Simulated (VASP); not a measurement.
**Re: single point with PBEsol**

Crystal: Re.

```
Re
1.0
     1.94980   -4.27368    0.00000
     1.94980    4.27368    0.00000
     0.00000    0.00000    3.94994
Re
4
Direct
  0.14276 0.85724 0.04185
  0.64276 0.35724 0.45815
  0.85724 0.14276 0.95815
  0.35724 0.64276 0.54185
```

```
Program                : VASP 6.6.1
Task                   : single point
Functional             : PBEsol
Potentials or basis    : VASP PAW PBE potentials, release 64 (Re_sv_GW)
Cutoff                 : 500 eV
k mesh                 : 14 × 14 × 12
Occupations            : gaussian, width 0.1 eV
Spin                   : no spin polarisation
Dipole correction      : no
Further INCAR settings : ALGO = Normal; EDIFF = 1e-06; NBANDS = 38
```

```json
{
 "Pressure": "-2.3 GPa",
 "Largest force": "0.019 eV/Å",
 "Band gap on the k mesh": "zero (bands 30 and 31 overlap by 2.15 eV)"
}
```

Forces in eV/Å, atoms in the order of the input:
```
Re   0.000 -0.012  0.014
Re   0.000 -0.012 -0.014
Re   0.000  0.012 -0.014
Re   0.000  0.012  0.014
```

Levels at points of the mesh, in eV from the Fermi level:
| k point | band 27 | band 28 | band 29 | band 30 | band 31 | band 32 | band 33 | band 34 |
| --- | --- | --- | --- | --- | --- | --- | --- | --- |
| (0.00, 0.00, 0.00) | -1.32 | -0.13 | 0.05 | 1.07 | 1.23 | 1.43 | 1.56 | 1.93 |
| (0.50, 0.00, 0.00) | -1.83 | -1.83 | -0.66 | -0.66 | 0.52 | 0.52 | 1.00 | 1.00 |
| (0.50, 0.50, 0.00) | -1.54 | -1.51 | -1.29 | 1.77 | 2.57 | 2.59 | 2.95 | 3.26 |
| (0.00, 0.00, 0.50) | -1.99 | -1.99 | -1.07 | -1.07 | 0.01 | 0.01 | 0.68 | 0.68 |
| (0.50, 0.00, 0.50) | -1.31 | -1.31 | -0.71 | -0.71 | -0.10 | -0.10 | 1.84 | 1.84 |
| (0.50, 0.50, 0.50) | -2.57 | -2.57 | 0.09 | 0.09 | 0.56 | 0.56 | 1.43 | 1.43 |

Run time: 10 min on 1 thread of Intel(R) Xeon(R) Platinum 8488C (Sapphire Rapids) (shared host), peak memory 0.73 GiB.

Caveat: the PAW data sets were made with another functional, which shifts forces and pressure a little; spin-orbit coupling is left out, which moves the levels of the heavy elements.
